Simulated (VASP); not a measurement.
# Ru (I4/mmm) in VASP: a series of runs

Runs on Ru. Level: PBE. Tasks: single point.

Everything below comes from runs of VASP 6.6.1. Logs are shortened: lines on timing, memory, paths and dates and some standing lists are left out, and cuts for length are marked.

### Step 1. The cell of the first run

It takes space group I4/mmm (No. 139, tetragonal). The conventional cell has a = 3.126 Å, b = 3.126 Å, c = 2.874 Å, α = 90.00°, β = 90.00°, γ = 90.00°. Ru (site symmetry 4/mmm) has 14 Ru at 2.64 to 3.13 Å within 3.5 Å.

### Step 2. Single point, PBE

File INCAR:

```
ALGO = Fast ; EDIFF = 1E-6
ENCUT = 520 ; GGA = PE
ISIF = 2 ; ISMEAR = 0
LASPH = T ; LCHARG = F
LREAL = F ; LWAVE = F
NBANDS = 13 ; NELM = 60
PREC = Accurate ; SIGMA = 0.15
```

File KPOINTS:

```
k-points
0
Gamma
  24 24 24
```

File POSCAR:

```
Ru
1.0
    0.0000000000      2.2107060143      1.4369589093
    2.2107060143      0.0000000000      1.4369589093
    2.2107060143      2.2107060143      0.0000000000
Ru
1
Direct
    0.0000000000      0.0000000000      0.0000000000
```

Potentials or basis: VASP PAW PBE potentials, release 64 (Ru_pv).

On the command line:

```bash
$ cat potpaw_PBE.64/Ru_pv/POTCAR > POTCAR
$ mpirun -np 1 vasp_std > vasp.out
```

OUTCAR:

```text
EDIFF = 1E-6
   ENCUT = 520
   GGA = PE
   ISIF = 2
   ISMEAR = 0
   LASPH = T
   LREAL = F
   NELM = 60
   PREC = Accurate

 ion  position               nearest neighbor table
   1  0.000  0.000  0.000-

  LATTYP: Found a body centered tetragonal cell.
 ALAT       =     3.1264104278
 C/A-ratio  =     0.9192388155

  Lattice vectors:

 A1 = (   0.0000000000,  -2.2107060143,  -1.4369589093)
 A2 = (   0.0000000000,   2.2107060143,  -1.4369589093)
 A3 = (   2.2107060143,   0.0000000000,   1.4369589093)

Analysis of symmetry for initial positions (statically):
=====================================================================
 Subroutine PRICEL returns:
 Original cell was already a primitive cell.

 Routine SETGRP: Setting up the symmetry group for a
 body centered tetragonal supercell.

 Subroutine GETGRP returns: Found 16 space group operations
 (whereof 16 operations were pure point group operations)
 out of a pool of 16 trial point group operations.

The static configuration has the point symmetry D_4h.

Analysis of symmetry for dynamics (positions and initial velocities):
=====================================================================
 Subroutine PRICEL returns:
 Original cell was already a primitive cell.

 Routine SETGRP: Setting up the symmetry group for a
 body centered tetragonal supercell.

 Subroutine GETGRP returns: Found 16 space group operations
 (whereof 16 operations were pure point group operations)
 out of a pool of 16 trial point group operations.

The dynamic configuration has the point symmetry D_4h.

 Subroutine INISYM returns: Found 16 space group operations
 (whereof 16 operations are pure point group operations),
 and found     1 'primitive' translations

----------------------------------------------------------------------------------------

                                     Primitive cell

  volume of cell :      14.0455

  direct lattice vectors                    reciprocal lattice vectors
     0.000000000  2.210706014  1.436958909    -0.226172090  0.226172090  0.347957062
     2.210706014  0.000000000  1.436958909     0.226172090 -0.226172090  0.347957062
     2.210706014  2.210706014  0.000000000     0.226172090  0.226172090 -0.347957062

  length of vectors
     2.636678211  2.636678211  3.126410428     0.472632781  0.472632781  0.472632781

  position of ions in fractional coordinates (direct lattice)
     0.000000000  0.000000000  0.000000000

  ion indices of the primitive-cell ions
   primitive index   ion index
                 1           1

----------------------------------------------------------------------------------------

 KPOINTS: k-points

Automatic generation of k-mesh.
 Grid dimensions read from file:
 generate k-points for:   24   24   24

 Generating k-lattice:

  Cartesian coordinates                     Fractional coordinates (reciprocal lattice)
    -0.009423837  0.009423837  0.014498211     0.041666667  0.000000000  0.000000000
     0.009423837 -0.009423837  0.014498211     0.000000000  0.041666667  0.000000000
     0.009423837  0.009423837 -0.014498211     0.000000000  0.000000000  0.041666667

  Length of vectors
     0.019693033  0.019693033  0.019693033

  Shift w.r.t. Gamma in fractional coordinates (k-lattice)
     0.000000000  0.000000000  0.000000000

 Subroutine IBZKPT returns following result:
 ===========================================

 Found   1063 irreducible k-points:

 Following reciprocal coordinates:
            Coordinates               Weight
  0.000000  0.000000  0.000000      1.000000
  0.041667  0.000000  0.000000      8.000000
  0.083333  0.000000  0.000000      8.000000
  0.125000  0.000000  0.000000      8.000000
  0.166667  0.000000  0.000000      8.000000
  0.208333  0.000000  0.000000      8.000000
[... 16 lines left out ...]
  0.416667  0.041667  0.000000      8.000000
  0.458333  0.041667  0.000000      8.000000
 [... further k-points ...]
   k-points           NKPTS =   1063   k-points in BZ     NKDIM =   1063   number of bands    NBANDS=     13
   number of dos      NEDOS =    301   number of ions     NIONS =      1
   total plane-waves  NPLWV =   9600
   dimension x,y,z NGX =    20 NGY =   20 NGZ =   24
   dimension x,y,z NGXF=    40 NGYF=   40 NGZF=   48
   ions per type =               1
   NGX,Y,Z   is equivalent  to a cutoff of  12.61, 12.61, 12.76 a.u.
   NGXF,Y,Z  is equivalent  to a cutoff of  25.22, 25.22, 25.52 a.u.
 SYSTEM =  unknown system
   PREC   = accura    normal or accurate (medium, high low for compatibility)
   ISTART =      0    job   : 0-new  1-cont  2-samecut
   ICHARG =      2    charge: 1-file 2-atom 10-const
   ISPIN  =      1    spin polarized calculation?
   LNONCOLLINEAR =      F non collinear calculations
   LSORBIT =      F    spin-orbit coupling
   LASPH  =      T    aspherical Exc in radial PAW
   ENCUT  =  520.0 eV  38.22 Ry    6.18 a.u.   4.90  4.90  5.81*2*pi/ulx,y,z
   NELM   =     60;   NELMIN=  2; NELMDL= -5     # of ELM steps
   EDIFF  = 0.1E-05   stopping-criterion for ELM
   LREAL  =      F    real-space projection
   EDIFFG = 0.1E-04   stopping-criterion for IOM
   NSW    =      0    number of steps for IOM
   IBRION =     -1    ionic relax: 0-MD 1-quasi-New 2-CG
   NFREE  =      0    steps in history (QN), initial steepest desc. (CG)
   ISIF   =      2    stress and relaxation
   ISYM   =      2    0-nonsym 1-usesym 2-fastsym
   POTIM  = 0.5000    time-step for ionic-motion
   TEBEG  =    0.0;   TEEND  =   0.0 temperature during run
   PSTRESS=    0.0 pullay stress
   NELECT =      14.0000    total number of electrons
   NUPDOWN=      -1.0000    fix difference up-down
   EMIN   =  10.00;   EMAX   =-10.00  energy-range for DOS
   EFERMI =   0.00;   METHOD = LEGACY
   ISMEAR =     0;   SIGMA  =   0.15  broadening in eV -4-tet -1-fermi 0-gaus
   EFERMI_NEDOS =   21; number of points for ismear=-14 and -15
   IALGO  =     68    algorithm
   IMIX   =      4    mixing-type and parameters
     AMIX     =   0.40;   BMIX     =  1.00
     AMIX_MAG =   1.60;   BMIX_MAG =  1.00
  volume/ion in A,a.u.               =      14.05        94.78
  Fermi-wavevector in a.u.,A,eV,Ry     =   1.635330  3.090326 36.386117  2.674304
  Thomas-Fermi vector in A             =   2.726821
   LORBIT       =      0    0 simple, 1 ext, 2 COOP (PROOUT), +10 PAW based schemes
   GGA     = PE    functional components
   LHFCALC =     F    Hartree Fock is set to
   AEXX    =    0.0000 exact exchange contribution
   IVDW    =     0    specifies the selected vdW correction
   LEPSILON=     F    determine dielectric tensor
   LRPA    =     F    only Hartree local field effects (RPA)
 non-spin polarized calculation
 RMM-DIIS sequential band-by-band and
 Gauss-broadening in eV      SIGMA  =   0.15
  energy-cutoff  :      520.00
  volume of cell :       14.05
 maximum number of plane-waves:       396
   NGX =  9   NGY =  9   NGZ = 11

 number of electron      13.9999999 magnetization

 Free energy of the ion-electron system (eV)
  ---------------------------------------------------
  ext. energy  EPLUGINS =         0.00000000
  ---------------------------------------------------
  free energy    TOTEN  =        -8.65994971 eV

  energy without entropy =       -8.63489549  energy(sigma->0) =       -8.64742260

 E-fermi :  12.3694     XC(G=0): -13.8966

 val. band max:       12.3692902549   @ k =  -0.4167   0.0417   0.1667
 cond. band min:      12.3699276374   @ k =  -0.4167   0.0833   0.2083
 fundamental gap:      0.0006373825
 Fermi energy:        12.3694300295

 k-point     1 :       0.0000    0.0000    0.0000
  band No.  band energies     occupation
      1     -30.1895      2.00000
      2     -30.1895      2.00000
      3     -30.1375      2.00000
      4       4.4469      2.00000
      5       9.0681      2.00000
      6       9.9636      2.00000
      7       9.9636      2.00000
      8      11.6926      2.00000
      9      12.7480      0.00036
     10      22.9308      0.00000
     11      29.0214      0.00000
     12      29.0214      0.00000
     13      30.8247      0.00000

 k-point     2 :       0.0417    0.0000    0.0000
  band No.  band energies     occupation
      1     -30.1989      2.00000
      2     -30.1952      2.00000
      3     -30.1461      2.00000
      4       4.5260      2.00000
      5       9.0871      2.00000
      6       9.9539      2.00000
      7       9.9699      2.00000
      8      11.6974      2.00000
      9      12.7064      0.00149
     10      22.9308      0.00000
     11      29.1144      0.00000
     12      29.1472      0.00000
     13      30.8330      0.00000

 k-point     3 :       0.0833    0.0000    0.0000
  band No.  band energies     occupation
      1     -30.2383      2.00000
      2     -30.2121      2.00000
      3     -30.1596      2.00000
      4       4.7577      2.00000
      5       9.1083      2.00000
      6       9.9190      2.00000
      7      10.0277      2.00000
      8      11.7165      2.00000
      9      12.5992      0.03025
     10      22.9307      0.00000
     11      29.3649      0.00000
     12      29.5184      0.00000
     13      30.8216      0.00000

 k-point     4 :       0.1250    0.0000    0.0000
  band No.  band energies     occupation
      1     -30.3135      2.00000
      2     -30.2389      2.00000
      3     -30.1678      2.00000
      4       5.1231      2.00000
      5       9.0546      2.00000
      6       9.8504      2.00000
      7      10.2219      2.00000
      8      11.7632      2.00000
      9      12.4692      0.34711
     10      22.9307      0.00000
     11      29.6806      0.00000
     12      30.1170      0.00000
     13      30.6919      0.00000

 k-point     5 :       0.1667    0.0000    0.0000
  band No.  band energies     occupation
      1     -30.4150      2.00000
      2     -30.2737      2.00000
      3     -30.1740      2.00000
      4       5.5831      2.00000
      5       8.9037      2.00000
      6       9.7607      2.00000
      7      10.5839      2.00000
      8      11.8521      2.00000
      9      12.3609      1.06435
     10      22.9307      0.00000
     11      29.8601      0.00000
     12      30.3727      0.00000
     13      30.9153      0.00000
[... 257 lines left out ...]
 k-point    22 :       0.3750    0.0417    0.0000
  band No.  band energies     occupation
      1     -30.9972      2.00000
      2     -30.4779      2.00000
      3     -30.2182      2.00000
      4       6.5433      2.00000
      5       7.8932      2.00000
      6      11.3090      2.00000
      7      12.4363      0.52864
      8      13.4771      0.00000
      9      13.6439      0.00000
     10      22.9300      0.00000
     11      25.2129      0.00000
     12      26.9107      0.00000
     13      31.7493      0.00000

 k-point    23 :       0.4167    0.0417    0.0000
  band No.  band energies     occupation
      1     -31.0680      2.00000
      2     -30.5043      2.00000
      3     -30.2195      2.00000
      4       6.4162      2.00000
      5       7.7674      2.00000
      6      11.6230      2.00000
      7      12.7601      0.00023
      8      13.9175      0.00000
      9      14.2157      0.00000
     10      22.9288      0.00000
     11      24.0139      0.00000
     12      26.3899      0.00000
     13      30.7287      0.00000

 k-point    24 :       0.4583    0.0417    0.0000
  band No.  band energies     occupation
      1     -31.1111      2.00000
      2     -30.5210      2.00000
      3     -30.2195      2.00000
      4       6.3266      2.00000
      5       7.6929      2.00000
      6      11.8233      2.00000
      7      12.8614      0.00000
      8      14.3978      0.00000
      9      14.6122      0.00000
     10      22.9207      0.00000
     11      23.1639      0.00000
     12      26.0806      0.00000
     13      30.0531      0.00000

 [... further k-points ...]

------------------------ aborting loop because EDIFF is reached ----------------------------------------

  FORCE on cell =-STRESS in cart. coord.  units (eV):
  Direction    XX          YY          ZZ          XY          YZ          ZX
  --------------------------------------------------------------------------------------
  -------------------------------------------------------------------------------------
  Total        0.6397326      0.6397326     -0.3587066      0.0000000      0.0000000      0.0000000
  in kB       72.9747693     72.9747693    -40.9179212      0.0000000      0.0000000      0.0000000
  external PRESSURE =      35.0105391 kB  Pullay stress =       0.0000000 kB

 VOLUME and BASIS-vectors are now :
 -----------------------------------------------------------------------------
  energy-cutoff  :      520.00
  volume of cell :       14.05
      direct lattice vectors                 reciprocal lattice vectors
     0.000000000  2.210706014  1.436958909    -0.226172090  0.226172090  0.347957062
     2.210706014  0.000000000  1.436958909     0.226172090 -0.226172090  0.347957062
     2.210706014  2.210706014  0.000000000     0.226172090  0.226172090 -0.347957062

 POSITION                                       TOTAL-FORCE (eV/Angst)
 -----------------------------------------------------------------------------------
      0.00000      0.00000      0.00000         0.000000      0.000000      0.000000
 -----------------------------------------------------------------------------------
    total drift:                                0.000000     -0.000000      0.000000

  FREE ENERGIE OF THE ION-ELECTRON SYSTEM (eV)
  ---------------------------------------------------
  free  energy   TOTEN  =        -8.6599497119 eV

  energy  without entropy=       -8.6348954896  energy(sigma->0) =       -8.64742260
```

Run time: 92 s. Hardware: 1 thread of Intel Xeon Platinum 8488C (Sapphire Rapids), shared host; peak memory 0.29 GiB.

Results:

```
Free energy            : -8.6599 eV
Pressure               : 3.5 GPa
Band gap on the k mesh : zero (bands 7 and 8 overlap by 3.51 eV)
```

Levels at points of the mesh, in eV from the Fermi level:
| k point | band 4 | band 5 | band 6 | band 7 | band 8 | band 9 | band 10 | band 11 |
| --- | --- | --- | --- | --- | --- | --- | --- | --- |
| (0.00, 0.00, 0.00) | -7.92 | -3.30 | -2.41 | -2.41 | -0.68 | 0.38 | 10.56 | 16.65 |
| (0.50, 0.00, 0.00) | -6.13 | -4.77 | -0.14 | 0.95 | 1.47 | 2.40 | 10.49 | 10.59 |
| (0.50, 0.50, 0.00) | -6.27 | -6.10 | 1.75 | 1.75 | 1.98 | 8.48 | 8.48 | 10.56 |
| (0.50, 0.00, 0.50) | -6.04 | -3.83 | -0.82 | 0.05 | 0.76 | 2.31 | 9.58 | 10.56 |

Caveat: the cell stands under pressure.

[end of part 1 of 2]
